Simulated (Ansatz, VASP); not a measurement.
**BeS: VASP beside Ansatz**

```
Be S
1.0
     0.00000    2.65006    2.44584
     2.44584    0.00000    2.44584
     2.44584    2.65006    0.00000
Be S
1 1
Direct
  0.00000 0.00000 0.00000
  0.75000 0.75000 0.75000
```

Alike in both runs: task single point; functional PBEsol; k mesh 10 × 10 × 10; occupations gaussian, width 0.05 eV; no spin polarisation.

|  | VASP | Ansatz |
| --- | --- | --- |
| version | VASP 6.6.1 | Ansatz 0.2.0 |
| potentials or method | VASP PAW PBE potentials, release 64 (Be, S), cutoff 520 eV | scalar-relativistic, plane waves, PAW |
| valence electrons in the cell | 8 | 8 |

```tsv
	VASP	Ansatz	Ansatz less VASP
gap on the k mesh at the Fermi level (eV)	2.82	2.82	-0.003
least direct gap on the mesh (eV)	4.66	4.66	-0.002
pressure (GPa)	-8.8	-8.9	-0.13
traceless stress, the component that is largest in VASP (GPa)	-5.30	-5.32	-0.022
```

VASP's potentials were made for PBE, not for PBEsol.
